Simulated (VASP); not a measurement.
# HfB2 (P6/mmm) in VASP: further runs

The runs below take HfB2 through single point, with PBEsol, LDA.

All numbers are computed with VASP 6.6.1; they aren't measurements. Logs are shortened: lines on timing, memory, paths and dates and some standing lists are left out, and cuts for length are marked.

**1. The cell of the first run**

The structure is hexagonal, space group P6/mmm (No. 191). Conventional cell: a = 3.181 Å, b = 3.181 Å, c = 3.526 Å, α = 90.00°, β = 90.00°, γ = 120.00°. Within 3.4 Å of Hf (site symmetry 6/mmm) lie 12 B at 2.55 Å and 6 Hf at 3.18 Å. B (site symmetry -6m2) has 3 B at 1.84 Å within 2.4 Å.

**2. Single point, PBEsol**

Contents of INCAR:

```
SYSTEM = HfB2
PREC = Accurate ; ENCUT = 520
EDIFF = 1E-6 ; ISMEAR = -1
SIGMA = 0.05 ; LREAL = .FALSE.
LASPH = .TRUE. ; NELM = 60
ALGO = Normal ; ISIF = 2
LWAVE = .FALSE. ; LCHARG = .FALSE.
GGA = PS ; NBANDS = 15
```

Contents of KPOINTS:

```
regular mesh
0
G
  10 10 8
  0 0 0
```

Contents of POSCAR:

```
HfB2
1.0
    3.1813205280      0.0000000000      0.0000000000
   -1.5906602640      2.7551043948      0.0000000000
    0.0000000000      0.0000000000      3.5257947253
Hf B
1 2
Direct
    0.0000000000      0.0000000000      0.0000000000
    0.6666666667      0.3333333333      0.5000000000
    0.3333333333      0.6666666667      0.5000000000
```

Potentials or basis: VASP PAW PBE potentials, release 64 (Hf_pv, B).

On the command line:

```console
cat potpaw_PBE.64/Hf_pv/POTCAR potpaw_PBE.64/B/POTCAR > POTCAR
mpirun -np 1 vasp_std > vasp.out
```

OUTCAR:

```text
SYSTEM = HfB2
   PREC = Accurate
   ENCUT = 520
   EDIFF = 1E-6
   ISMEAR = -1
   LREAL = .FALSE.
   LASPH = .TRUE.
   NELM = 60
   ISIF = 2
   GGA = PS

 ion  position               nearest neighbor table
   1  0.000  0.000  0.000-   2 2.55   3 2.55   2 2.55   3 2.55   3 2.55   3 2.55   2 2.55   2 2.55
                             2 2.55   2 2.55   3 2.55   3 2.55
   2  0.667  0.333  0.500-   3 1.84   3 1.84   3 1.84   1 2.55   1 2.55   1 2.55   1 2.55   1 2.55
                             1 2.55
   3  0.333  0.667  0.500-   2 1.84   2 1.84   2 1.84   1 2.55   1 2.55   1 2.55   1 2.55   1 2.55
                             1 2.55

  LATTYP: Found a hexagonal cell.
 ALAT       =     3.1813205280
 C/A-ratio  =     1.1082802548

  Lattice vectors:

 A1 = (   3.1813205280,   0.0000000000,   0.0000000000)
 A2 = (  -1.5906602640,   2.7551043948,   0.0000000000)
 A3 = (   0.0000000000,   0.0000000000,   3.5257947253)

Analysis of symmetry for initial positions (statically):
=====================================================================
 Subroutine PRICEL returns:
 Original cell was already a primitive cell.

 Routine SETGRP: Setting up the symmetry group for a
 hexagonal supercell.

 Subroutine GETGRP returns: Found 24 space group operations
 (whereof 24 operations were pure point group operations)
 out of a pool of 24 trial point group operations.

The static configuration has the point symmetry D_6h.

Analysis of symmetry for dynamics (positions and initial velocities):
=====================================================================
 Subroutine PRICEL returns:
 Original cell was already a primitive cell.

 Routine SETGRP: Setting up the symmetry group for a
 hexagonal supercell.

 Subroutine GETGRP returns: Found 24 space group operations
 (whereof 24 operations were pure point group operations)
 out of a pool of 24 trial point group operations.

The dynamic configuration has the point symmetry D_6h.

 Subroutine INISYM returns: Found 24 space group operations
 (whereof 24 operations are pure point group operations),
 and found     1 'primitive' translations

----------------------------------------------------------------------------------------

                                     Primitive cell

  volume of cell :      30.9031

  direct lattice vectors                    reciprocal lattice vectors
     3.181320528  0.000000000  0.000000000     0.314334878  0.181481326  0.000000000
    -1.590660264  2.755104395  0.000000000     0.000000000  0.362962653  0.000000000
     0.000000000  0.000000000  3.525794725     0.000000000  0.000000000  0.283623999

  length of vectors
     3.181320528  3.181320528  3.525794725     0.362962653  0.362962653  0.283623999

  position of ions in fractional coordinates (direct lattice)
     0.000000000  0.000000000  0.000000000
     0.666666667  0.333333333  0.500000000
     0.333333333  0.666666667  0.500000000

  ion indices of the primitive-cell ions
   primitive index   ion index
                 1           1
                 2           2
                 3           3

----------------------------------------------------------------------------------------

 KPOINTS: regular mesh

Automatic generation of k-mesh.
 Grid dimensions read from file:
 generate k-points for:   10   10    8

 Generating k-lattice:

  Cartesian coordinates                     Fractional coordinates (reciprocal lattice)
     0.031433488  0.018148133  0.000000000     0.100000000  0.000000000  0.000000000
     0.000000000  0.036296265  0.000000000     0.000000000  0.100000000  0.000000000
     0.000000000  0.000000000  0.035453000     0.000000000  0.000000000  0.125000000

  Length of vectors
     0.036296265  0.036296265  0.035453000

  Shift w.r.t. Gamma in fractional coordinates (k-lattice)
     0.000000000  0.000000000  0.000000000

 Subroutine IBZKPT returns following result:
 ===========================================

 Found     70 irreducible k-points:

 Following reciprocal coordinates:
            Coordinates               Weight
  0.000000  0.000000  0.000000      1.000000
  0.100000  0.000000  0.000000      6.000000
  0.200000  0.000000  0.000000      6.000000
  0.300000  0.000000  0.000000      6.000000
  0.400000  0.000000  0.000000      6.000000
  0.500000 -0.000000  0.000000      3.000000
[... 16 lines left out ...]
  0.300000  0.100000  0.125000     24.000000
  0.400000  0.100000  0.125000     24.000000
 [... further k-points ...]
   k-points           NKPTS =     70   k-points in BZ     NKDIM =     70   number of bands    NBANDS=     15
   number of dos      NEDOS =    301   number of ions     NIONS =      3
   total plane-waves  NPLWV =  16128
   dimension x,y,z NGX =    24 NGY =   24 NGZ =   28
   dimension x,y,z NGXF=    48 NGYF=   48 NGZF=   56
   ions per type =               1   2
   NGX,Y,Z   is equivalent  to a cutoff of  12.54, 12.54, 13.20 a.u.
   NGXF,Y,Z  is equivalent  to a cutoff of  25.08, 25.08, 26.40 a.u.
 SYSTEM =  HfB2
   PREC   = accura    normal or accurate (medium, high low for compatibility)
   ISTART =      0    job   : 0-new  1-cont  2-samecut
   ICHARG =      2    charge: 1-file 2-atom 10-const
   ISPIN  =      1    spin polarized calculation?
   LNONCOLLINEAR =      F non collinear calculations
   LSORBIT =      F    spin-orbit coupling
   LASPH  =      T    aspherical Exc in radial PAW
   ENCUT  =  520.0 eV  38.22 Ry    6.18 a.u.   5.92  5.92  6.56*2*pi/ulx,y,z
   NELM   =     60;   NELMIN=  2; NELMDL= -5     # of ELM steps
   EDIFF  = 0.1E-05   stopping-criterion for ELM
   LREAL  =      F    real-space projection
   EDIFFG = 0.1E-04   stopping-criterion for IOM
   NSW    =      0    number of steps for IOM
   IBRION =     -1    ionic relax: 0-MD 1-quasi-New 2-CG
   NFREE  =      0    steps in history (QN), initial steepest desc. (CG)
   ISIF   =      2    stress and relaxation
   ISYM   =      2    0-nonsym 1-usesym 2-fastsym
   POTIM  = 0.5000    time-step for ionic-motion
   TEBEG  =    0.0;   TEEND  =   0.0 temperature during run
   PSTRESS=    0.0 pullay stress
   NELECT =      16.0000    total number of electrons
   NUPDOWN=      -1.0000    fix difference up-down
   EMIN   =  10.00;   EMAX   =-10.00  energy-range for DOS
   EFERMI =   0.00;   METHOD = LEGACY
   ISMEAR =    -1;   SIGMA  =   0.05  broadening in eV -4-tet -1-fermi 0-gaus
   EFERMI_NEDOS =   21; number of points for ismear=-14 and -15
   IALGO  =     38    algorithm
   IMIX   =      4    mixing-type and parameters
     AMIX     =   0.40;   BMIX     =  1.00
     AMIX_MAG =   1.60;   BMIX_MAG =  1.00
  volume/ion in A,a.u.               =      10.30        69.51
  Fermi-wavevector in a.u.,A,eV,Ry     =   1.314561  2.484160 23.511819  1.728070
  Thomas-Fermi vector in A             =   2.444805
   LORBIT       =      0    0 simple, 1 ext, 2 COOP (PROOUT), +10 PAW based schemes
   GGA     = PS    functional components
   LHFCALC =     F    Hartree Fock is set to
   AEXX    =    0.0000 exact exchange contribution
   IVDW    =     0    specifies the selected vdW correction
   LEPSILON=     F    determine dielectric tensor
   LRPA    =     F    only Hartree local field effects (RPA)
 non-spin polarized calculation
  energy-cutoff  :      520.00
  volume of cell :       30.90
 maximum number of plane-waves:       848
 NGX is ok and might be reduce to    24
   NGX = 11   NGY = 11   NGZ = 13

 number of electron      16.0000000 magnetization

 Free energy of the ion-electron system (eV)
  ---------------------------------------------------
  ext. energy  EPLUGINS =         0.00000000
  ---------------------------------------------------
  free energy    TOTEN  =       -27.78983796 eV

  energy without entropy =      -27.78720538  energy(sigma->0) =      -27.78852167

 E-fermi :   7.1318     XC(G=0): -12.4993

 val. band max:        7.0651988163   @ k =   0.2000   0.2000   0.1250
 cond. band min:       7.3571533445   @ k =   0.0000   0.0000   0.2500
 fundamental gap:      0.2919545282
 Fermi energy:         7.1317547672

 k-point     1 :       0.0000    0.0000    0.0000
  band No.  band energies     occupation
      1     -23.4547      2.00000
      2     -23.0031      2.00000
      3     -23.0031      2.00000
      4      -6.2508      2.00000
      5       4.3003      2.00000
      6       4.4402      2.00000
      7       4.4402      2.00000
      8       4.4893      2.00000
      9      11.0435      0.00000
     10      11.0435      0.00000
     11      11.6984      0.00000
     12      11.6984      0.00000
     13      12.0165      0.00000
     14      12.0840      0.00000
     15      12.0840      0.00000

 k-point     2 :       0.1000    0.0000    0.0000
  band No.  band energies     occupation
      1     -23.4439      2.00000
      2     -23.0707      2.00000
      3     -23.0182      2.00000
      4      -6.0433      2.00000
      5       3.8479      2.00000
      6       4.3207      2.00000
      7       4.4220      2.00000
      8       4.5061      2.00000
      9      10.4039      0.00000
     10      10.9041      0.00000
     11      10.9615      0.00000
     12      11.2867      0.00000
     13      12.6533      0.00000
     14      12.9642      0.00000
     15      13.4307      0.00000

 k-point     3 :       0.2000    0.0000    0.0000
  band No.  band energies     occupation
      1     -23.4154      2.00000
      2     -23.2435      2.00000
      3     -23.0575      2.00000
      4      -5.4497      2.00000
      5       2.5308      2.00000
      6       3.9471      2.00000
      7       4.3273      2.00000
      8       4.9264      2.00000
      9       9.3094      0.00000
     10      10.5666      0.00000
     11      10.8043      0.00000
     12      11.2580      0.00000
     13      12.9379      0.00000
     14      14.0953      0.00000
     15      14.7431      0.00000

 k-point     4 :       0.3000    0.0000    0.0000
  band No.  band energies     occupation
      1     -23.4496      2.00000
      2     -23.3798      2.00000
      3     -23.1056      2.00000
      4      -4.5391      2.00000
      5       1.0093      2.00000
      6       3.5793      2.00000
      7       4.1428      2.00000
      8       4.9756      2.00000
      9       9.5061      0.00000
     10      10.1936      0.00000
     11      10.3715      0.00000
     12      11.3505      0.00000
     13      12.9343      0.00000
     14      15.3157      0.00000
     15      16.9029      0.00000
[... 307 lines left out ...]
 k-point    22 :       0.2000    0.1000    0.1250
  band No.  band energies     occupation
      1     -23.4253      2.00000
      2     -23.3582      2.00000
      3     -23.1030      2.00000
      4      -4.7167      2.00000
      5       1.7363      2.00000
      6       3.0600      2.00000
      7       3.6975      2.00000
      8       5.9790      2.00000
      9       7.9003      0.00000
     10      10.6577      0.00000
     11      11.2503      0.00000
     12      11.9642      0.00000
     13      13.5447      0.00000
     14      14.0727      0.00000
     15      15.8378      0.00000

 k-point    23 :       0.3000    0.1000    0.1250
  band No.  band energies     occupation
      1     -23.5292      2.00000
      2     -23.3907      2.00000
      3     -23.1584      2.00000
      4      -3.7320      2.00000
      5       0.2518      2.00000
      6       2.8830      2.00000
      7       3.5511      2.00000
      8       5.5196      2.00000
      9       8.2605      0.00000
     10      10.4270      0.00000
     11      11.3114      0.00000
     12      12.5225      0.00000
     13      14.2755      0.00000
     14      14.9558      0.00000
     15      17.6690      0.00000

 k-point    24 :       0.4000    0.1000    0.1250
  band No.  band energies     occupation
      1     -23.6316      2.00000
      2     -23.3699      2.00000
      3     -23.1925      2.00000
      4      -2.5448      2.00000
      5      -1.1977      2.00000
      6       2.7027      2.00000
      7       3.5763      2.00000
      8       5.0928      2.00000
      9       8.3445      0.00000
     10      11.1609      0.00000
     11      11.2539      0.00000
     12      13.2229      0.00000
     13      14.3762      0.00000
     14      15.2710      0.00000
     15      17.6165      0.00000

 [... further k-points ...]
[... 5 lines left out ...]
  --------------------------------------------------------------------------------------
  -------------------------------------------------------------------------------------
  Total       -2.6262476     -2.6262476     -2.5339079      0.0000000     -0.0000000      0.0000000
  in kB     -136.1581802   -136.1581802   -131.3708152      0.0000000     -0.0000000      0.0000000
  external PRESSURE =    -134.5623919 kB  Pullay stress =       0.0000000 kB

 VOLUME and BASIS-vectors are now :
 -----------------------------------------------------------------------------
  energy-cutoff  :      520.00
  volume of cell :       30.90
      direct lattice vectors                 reciprocal lattice vectors
     3.181320528  0.000000000  0.000000000     0.314334878  0.181481326  0.000000000
    -1.590660264  2.755104395  0.000000000     0.000000000  0.362962653  0.000000000
     0.000000000  0.000000000  3.525794725     0.000000000  0.000000000  0.283623999

 POSITION                                       TOTAL-FORCE (eV/Angst)
 -----------------------------------------------------------------------------------
      0.00000      0.00000      0.00000        -0.000000      0.000000      0.000000
      1.59066      0.91837      1.76290        -0.000000      0.000000     -0.000000
     -0.00000      1.83674      1.76290         0.000000      0.000000      0.000000
 -----------------------------------------------------------------------------------
    total drift:                               -0.000000      0.000000      0.000000

  FREE ENERGIE OF THE ION-ELECTRON SYSTEM (eV)
  ---------------------------------------------------
  free  energy   TOTEN  =       -27.7898379561 eV

  energy  without entropy=      -27.7872053820  energy(sigma->0) =      -27.78852167
```

Run time: 16 s. Hardware: 1 thread of Intel Xeon 6975P-C, shared host; peak memory 0.17 GiB.

Results:

* Free energy: -27.7898 eV
* Pressure: -13.5 GPa
* Band gap on the k mesh: zero (band 8 reaches 7.79 eV, above the bottom of band 9 at 7.01 eV)

Stress tensor (GPa, compression positive):
```
-13.62   0.00   0.00
  0.00 -13.62   0.00
  0.00   0.00 -13.14
```

Levels at points of the mesh, in eV from the Fermi level:
```csv
k point,band 6,band 7,band 8,band 9,band 10,band 11
"(0.00, 0.00, 0.00)",-2.69,-2.69,-2.64,3.91,3.91,4.57
"(0.50, 0.00, 0.00)",-3.88,-3.24,-2.67,2.17,2.69,5.39
"(0.00, 0.00, 0.50)",-1.03,-1.03,0.40,0.40,1.05,1.05
"(0.50, 0.00, 0.50)",-4.70,-4.47,-2.60,3.92,4.01,6.05
```

Caveat: the PAW data sets were made with another functional, which shifts forces and pressure a little; spin-orbit coupling is left out, which moves the levels of the heavy elements.

**3. Single point, LDA**

This run uses another cell than the first one, of 10.50 Å³/atom, 1.019 times its volume.

Contents of INCAR:

```
PREC = Accurate
ENCUT = 520
EDIFF = 1E-6
ISMEAR = -1
SIGMA = 0.05
LREAL = F
LASPH = T
NELM = 100
ALGO = Normal
ISIF = 2
LWAVE = F
LCHARG = F
GGA = CA
NBANDS = 15
```

Contents of KPOINTS:

```
Automatic mesh
0
Gamma
  10 10 8
```

Contents of POSCAR:

```
HfB2
1.0
    3.2015842624      0.0000000000      0.0000000000
   -1.6007921312      2.7726533036      0.0000000000
    0.0000000000      0.0000000000      3.5482526220
Hf B
1 2
Direct
    0.0000000000      0.0000000000      0.0000000000
    0.6666666667      0.3333333333      0.5000000000
    0.3333333333      0.6666666667      0.5000000000
```

Potentials or basis: VASP PAW LDA potentials, release 64 (Hf_pv, B).

On the command line:

```console
cat potpaw_LDA.64/Hf_pv/POTCAR potpaw_LDA.64/B/POTCAR > POTCAR
mpirun -np 1 vasp_std > vasp.out
```

Wall time 16 s (1 thread of Intel Xeon 6975P-C, shared host); peak memory 0.15 GiB.

Results (log left out):

| Property | Result |
| --- | --- |
| Free energy | -28.7388 eV |
| Pressure | -22.1 GPa |
| Band gap on the k mesh | zero (band 8 reaches 7.71 eV, above the bottom of band 9 at 6.95 eV) |

Stress tensor (GPa, compression positive):
```
-22.72   0.00   0.00
  0.00 -22.72   0.00
  0.00   0.00 -20.84
```

Levels at points of the mesh, in eV from the Fermi level:
```
           k point  band 5  band 6  band 7  band 8  band 9  band 10  band 11  band 12
(0.00, 0.00, 0.00)   -2.75   -2.65   -2.65   -2.59    3.76     3.76     4.39     4.39
(0.50, 0.00, 0.00)   -8.67   -3.80   -3.19   -2.59    2.14     2.59     5.22     5.35
(0.00, 0.00, 0.50)   -7.95   -1.03   -1.03    0.38    0.38     1.00     1.00     2.11
(0.50, 0.00, 0.50)   -7.15   -4.62   -4.37   -2.53    3.85     3.93     5.82     6.70
```

Caveat: spin-orbit coupling is left out, which moves the levels of the heavy elements.

**4. Single point, PBEsol**

This run uses another cell than the first one, of 10.50 Å³/atom, 1.019 times its volume.

Contents of INCAR:

```
  ALGO = Normal
  EDIFF = 1E-7
  ENCUT = 520
  GGA = PS
  ISIF = 2
  ISMEAR = -1
  LASPH = T
  LCHARG = F
  LREAL = F
  LWAVE = F
  NBANDS = 15
  NELM = 100
  PREC = Accurate
  SIGMA = 0.05
```

Contents of KPOINTS:

```
k-points
0
Gamma
  10 10 8
```

POSCAR is that of step 3.

Potentials or basis: VASP PAW PBE potentials, release 64 (Hf_pv, B).

On the command line:

```console
cat potpaw_PBE.64/Hf_pv/POTCAR potpaw_PBE.64/B/POTCAR > POTCAR
mpirun -np 1 vasp_std > vasp.out
```

Run time: 18 s. Hardware: 1 thread of Intel Xeon 6975P-C, shared host; peak memory 0.16 GiB.

Results (log left out):

| Item | Value |
| --- | --- |
| Free energy | -27.7329 eV |
| Pressure | -17.3 GPa |
| Band gap on the k mesh | zero (band 8 reaches 7.63 eV, above the bottom of band 9 at 6.87 eV) |

Stress tensor (GPa, compression positive):
```
-17.67   0.00   0.00
  0.00 -17.67   0.00
  0.00   0.00 -16.65
```

Levels at points of the mesh, in eV from the Fermi level:
```csv
k point,band 4,band 5,band 6,band 7,band 8,band 9,band 10,band 11,band 12,band 13
"(0.00, 0.00, 0.00)",-13.28,-2.79,-2.66,-2.66,-2.65,3.82,3.82,4.46,4.46,4.74
"(0.50, 0.00, 0.00)",-9.37,-8.82,-3.82,-3.22,-2.62,2.12,2.63,5.24,5.42,6.03
"(0.00, 0.00, 0.50)",-11.07,-8.04,-1.03,-1.03,0.38,0.38,1.03,1.03,2.16,5.04
"(0.50, 0.00, 0.50)",-9.91,-7.26,-4.64,-4.41,-2.63,3.81,3.90,5.90,6.75,6.95
```

Caveat: the PAW data sets were made with another functional, which shifts forces and pressure a little; spin-orbit coupling is left out, which moves the levels of the heavy elements.

**5. The runs side by side**

```csv
level,potentials or basis,cell,gap on the mesh (eV),pressure (GPa)
PBEsol,"VASP PAW PBE potentials, release 64 (Hf_pv, B)","a = 3.181, b = 3.181, c = 3.526 Å, angles 90.0, 90.0, 120.0°, 3 atoms",none,-13.5
LDA,"VASP PAW LDA potentials, release 64 (Hf_pv, B)","a = 3.202, b = 3.202, c = 3.548 Å, angles 90.0, 90.0, 120.0°, 3 atoms",none,-22.1
PBEsol,"VASP PAW PBE potentials, release 64 (Hf_pv, B)","a = 3.202, b = 3.202, c = 3.548 Å, angles 90.0, 90.0, 120.0°, 3 atoms",none,-17.3
```

Alike in all rows: task single point; no spin polarisation; k mesh 10 × 10 × 8; cutoff (eV) 520; smearing fermi-dirac 0.05 eV.

Caveats: spin-orbit coupling is left out, which moves the levels of the heavy elements; the PAW data sets were made with another functional, which shifts forces and pressure a little (some runs).

Absolute energies hang on the potentials; compare differences alone.
